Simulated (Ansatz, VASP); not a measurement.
# One calculation of P2Se2O, two programs

```
P Se O
1.0
     3.68356    0.00000    0.00000
     0.00000    3.68356    0.00000
     0.00000    0.00000    7.89736
P Se O
2 2 1
Cartesian
  1.8418 1.8418 7.8946
  0.0000 0.0000 7.4423
  1.8418 1.8418 2.2517
  0.0000 0.0000 2.7512
  0.0000 0.0000 5.9457
```

Alike in both runs: functional PBE; dispersion D3(BJ); k mesh 6 × 6 × 2; occupations gaussian, width 0.1 eV; no spin polarisation.

Ansatz relaxed the structure, and its values are those at the end. VASP's run is a single point on that final structure, the one shown.

```csv
,VASP,Ansatz
version,VASP 6.6.1,Ansatz 0.2.0
potentials or method,"VASP PAW PBE potentials, release 64 (P, Se, O), cutoff 520 eV","scalar-relativistic, plane waves, PAW"
valence electrons in the cell,28,48
```

```tsv
	VASP	Ansatz	Ansatz less VASP
gap on the k mesh at the Fermi level (eV)	none	none	-
pressure (GPa)	0.0	0.0	+0.03
rms of the force components (eV/Å)	0.012	0.006	-0.0058
```

A gap of «none» marks a metal or a gap that the smearing closes. VASP's potentials hold 28 valence electrons a cell and Ansatz's 48, so a difference there can come from the potentials and not from the codes.

The k mesh is coarse, so the values compare programs but aren't converged.
